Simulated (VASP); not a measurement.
Wanted: the native input for a VASP 6.6.1 run.

```yaml
Task: relaxation of cell and atoms
Functional: PBE
Potentials_or_basis: VASP PAW PBE potentials, release 64 (Al)
Cutoff: 600 eV
k_mesh: 18 × 18 × 18
Occupations: fermi-dirac, width 0.1 eV
Spin: no spin polarisation
Target_pressure: 13 GPa
Dipole_correction: no
Further_INCAR_settings: ALGO = Normal; EDIFF = 1e-06; IBRION = 2; EDIFFG = -0.005; NSW = 60; ISIF = 3
```

The structure of Al lies in POSCAR:

```
Al
1.0
   -1.5367757653      1.5367757653      1.5367757653
    1.5367757653     -1.5367757653      1.5367757653
    1.5367757653      1.5367757653     -1.5367757653
Al
1
Direct
    0.0000000000      0.0000000000      0.0000000000
```

One way to write it, as run:

INCAR

```
SYSTEM = Al
  PREC = Accurate
  ENCUT = 600
  EDIFF = 1E-6
  ISMEAR = -1
  SIGMA = 0.1
  LREAL = .FALSE.
  LASPH = .TRUE.
  NELM = 80
  ALGO = Normal
  ISIF = 3
  LWAVE = .FALSE.
  LCHARG = .FALSE.
  GGA = PE
  IBRION = 2
  NSW = 60
  EDIFFG = -0.005
  PSTRESS = 130.0
```

KPOINTS

```
Automatic mesh
0
G
  18 18 18
  0 0 0
```

Potentials or basis: VASP PAW PBE potentials, release 64 (Al).

Run with:

```bash
$ cat potpaw_PBE.64/Al/POTCAR > POTCAR
$ mpirun -np 1 vasp_std > vasp.out
```

It gave:

* Relaxed volume: 14.72 Å³/atom
* Relaxed cell: a = 2.674 Å, b = 2.674 Å, c = 2.674 Å, α = 109.47°, β = 109.47°, γ = 109.47°
* Space group after relaxing (to 0.05 Å): Im-3m (No. 229)
* Energy change on relaxing (the enthalpy is what falls): -17.9 meV/atom
* Ionic steps: 3
* Pressure after relaxing: 13.0 GPa

Caveat: the cell is relaxed towards a set pressure, so the enthalpy falls and the energy may rise.

Run time: 8.1 s on 1 thread of Intel(R) Xeon(R) 6975P-C (Granite Rapids), on a shared host, peak memory 0.14 GiB.
